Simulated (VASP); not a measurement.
Here is a VASP 6.6.1 calculation.

File INCAR:

```
SYSTEM = LiCl
ALGO     = Normal         ! electronic algorithm
EDIFF    = 1E-6           ! SCF threshold, eV
ENCUT    = 520            ! plane-wave cutoff, eV
GGA      = PE             ! functional
ISIF     = 2              ! what is computed and relaxed
ISMEAR   = 0              ! smearing method
LASPH    = .True.         ! aspherical terms in the spheres
LCHARG   = .True.         ! write CHGCAR
LELF     = .True.         ! ELF
LREAL    = .False.        ! projectors in reciprocal space
LVHAR    = .True.       
LWAVE    = .False.        ! write WAVECAR
NBANDS   = 12             ! bands
NELM     = 60             ! most SCF steps
PREC     = Accurate       ! precision mode
SIGMA    = 0.05           ! smearing width, eV
```

Contents of KPOINTS:

```
k-points
0
Gamma
  8 8 8
  0 0 0
```

POSCAR

```
LiCl
1.0
    0.0000000000      2.5647600000      2.5647600000
    2.5647600000      0.0000000000      2.5647600000
    2.5647600000      2.5647600000      0.0000000000
Li Cl
1 1
Direct
    0.0731062556     -0.0731062556      0.0731062556
    0.5000000000      0.5000000000      0.5000000000
```

Potentials or basis: VASP PAW PBE potentials, release 64 (Li_sv, Cl).

Command:

```bash
$ cat potpaw_PBE.64/Li_sv/POTCAR potpaw_PBE.64/Cl/POTCAR > POTCAR
$ mpirun -np 1 vasp_std > vasp.out
```

(1) What does it give for the band gap on the k mesh?

(2) Predict the largest force.

Answers

(1) 6.26 eV.

(2) 0.630 eV/Å.

Caveat: the cell differs from its parent crystal (all Li atoms moved +0.375 Å, as atom 1 along Cartesian [0 1 0]).
